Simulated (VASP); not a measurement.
A run of VASP 6.6.1:

The input INCAR:

```
SYSTEM = Si4N
PREC = Accurate ; ENCUT = 520
EDIFF = 1E-6 ; ISMEAR = 0
SIGMA = 0.05 ; LREAL = .FALSE.
LASPH = .TRUE. ; NELM = 150
ALGO = Normal ; ISIF = 2
LWAVE = .FALSE. ; LCHARG = .FALSE.
ISPIN = 2 ; MAGMOM = 0 0 0 0 3
LORBIT = 11 ; LDIPOL = .TRUE.
IDIPOL = 3 ; DIPOL = 0.5 0.5 0.335
GGA = PE ; IVDW = 12
NBANDS = 22
```

The input KPOINTS:

```
regular mesh
0
G
  7 7 1
  0 0 0
```

Contents of POSCAR:

```
Si4N
1.0
    3.8333442755      0.0000000000      0.0000000000
    0.0000000000      3.8333442755      0.0000000000
    0.0000000000      0.0000000000     21.1034818114
Si N
4 1
Direct
    0.0000000000      0.5000000000      0.1895421825
    0.0000000000      0.0000000000      0.2537634269
    0.5000000000      0.0000000000      0.3207061922
    0.5000000000      0.5000000000      0.3839879070
    0.5000000000      0.8750000000      0.5261445439
```

Potentials or basis: VASP PAW PBE potentials, release 64 (Si, N).

Command:

```sh
$ cat potpaw_PBE.64/Si/POTCAR potpaw_PBE.64/N/POTCAR > POTCAR
$ mpirun -np 1 vasp_std > vasp.out
```

Hardware: 1 thread of Intel(R) Xeon(R) 6975P-C (Granite Rapids) (shared host).

Task: Estimate the wall time of this run.

Result: It took 3.8 min on 1 thread of Intel(R) Xeon(R) 6975P-C (Granite Rapids), with other jobs on the host, peak memory 0.56 GiB. Counts: scf iterations 28, k points 16.
